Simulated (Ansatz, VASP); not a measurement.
One calculation of AlAs, two programs

```xyz
2
Lattice="0.0000 2.8756 2.8756 2.8756 0.0000 2.8756 2.8756 2.8756 0.0000" Properties=species:S:1:pos:R:3 pbc="T T T"
Al    0.0000    0.0000    0.0000
As    1.4378    1.4378    1.4378
```

Alike in both runs: functional r2SCAN; k mesh 8 × 8 × 8; occupations fermi-dirac, width 0.02 eV; no spin polarisation.

Ansatz relaxed the structure, and its values are those at the end. VASP's run is a single point on that final structure, the one shown.

```csv
,VASP,Ansatz
version,VASP 6.6.1,Ansatz 0.2.0
potentials or method,"VASP PAW PBE potentials, release 64 (Al, As), cutoff 550 eV",PAW plane waves
valence electrons in the cell,8,18
```

```csv
,VASP,Ansatz,Ansatz less VASP
gap on the k mesh at the Fermi level (eV),1.86,1.87,+0.008
pressure (GPa),-2.7,-2.7,0.00
```

VASP's potentials were made for PBE, not for r2SCAN. With one functional, cell and mesh, what is left measures potentials, basis and numerics. VASP's potentials hold 8 valence electrons a cell and Ansatz's 18, so a difference there can come from the potentials and not from the codes. Ansatz's warnings: stress scf threshold loose.
